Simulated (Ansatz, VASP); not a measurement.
**One calculation of CaB2, two programs**

POSCAR

```
CaB2
1.0
    3.2264302843      0.0000000000      0.0000000000
   -1.6132151421      2.7941705897      0.0000000000
    0.0000000000      0.0000000000      4.0673920000
Ca B
1 2
Direct
    0.0000000000      0.0000000000      0.0000000000
    0.6666666667      0.3333333333      0.5000000000
    0.3333333333      0.6666666667      0.5000000000
```

File INCAR.step1:

```
SYSTEM = CaB2
  PREC = Accurate
  ENCUT = 520
  EDIFF = 1E-5
  ISMEAR = -1
  SIGMA = 0.05
  LREAL = .False.
  LASPH = .True.
  NELM = 100
  ALGO = Normal
  ISIF = 2
  LWAVE = .True.
  LCHARG = .False.
  NBANDS = 15
  GGA = PE
```

INCAR.step2

```
SYSTEM = CaB2
  PREC = Accurate
  ENCUT = 520
  EDIFF = 1E-7
  ISMEAR = -1
  SIGMA = 0.05
  LREAL = .False.
  LASPH = .True.
  NELM = 100
  ALGO = Normal
  ISIF = 2
  LWAVE = .False.
  LCHARG = .False.
  GGA = PE
  LHFCALC = .True.
  AEXX = 0.35
  HFSCREEN = 0.2078699
  PRECFOCK = Normal
  NBANDS = 15
  ISTART = 1
```

The input KPOINTS:

```
regular mesh
0
Gamma
  5 5 4
  0 0 0
```

The input input.yaml:

```yaml
crystal:
  lattice:
    - [3.2264302843, 0.0, 0.0]
    - [-1.6132151421, 2.7941705897, 0.0]
    - [0.0, 0.0, 4.067392]
  atoms:
    - { symbol: Ca, position: [0.0, 0.0, 0.0] }
    - { symbol: B, position: [0.6666666667, 0.3333333333, 0.5] }
    - { symbol: B, position: [0.3333333333, 0.6666666667, 0.5] }
hamiltonian:
  xc:
    exchange: pbe
    correlation: pbe
    exx: { coeff: 0.35, omega: 0.2078699 }
  pseudopotentials: { kind: paw }
kpoints:
  mp_grid: { grid: [5, 5, 4] }
scf:
  occupations: { method: fermi_dirac, width: 0.05 }
output:
  forces: true
  stress: true
  eigenvalues: true
```

Alike in both runs: task single point; functional PBE-based screened hybrid; k mesh 5 × 5 × 4; occupations fermi-dirac, width 0.05 eV; no spin polarisation.

|  | VASP | Ansatz |
| --- | --- | --- |
| version | VASP 6.6.1 | Ansatz 0.2.0 |
| potentials or method | VASP PAW PBE potentials, release 64 (Ca_sv, B) | Ansatz PAW |
| plane-wave cutoff (eV) | 520 | 420 |
| valence electrons in the cell | 16 | 16 |

```tsv
	VASP	Ansatz	Ansatz less VASP
gap on the k mesh at the Fermi level (eV)	none	none	-
pressure (GPa)	-0.6	-0.9	-0.32
traceless stress, the component that is largest in VASP (GPa)	-0.39	-0.53	-0.138
```

VASP's potentials were made for PBE, not for PBE-based screened hybrid. A gap of «none» marks a metal or a gap that the smearing closes. The functional is the same, so the differences come from potentials, cutoffs and numerics.

The k mesh is coarse, so the values compare programs but aren't converged.
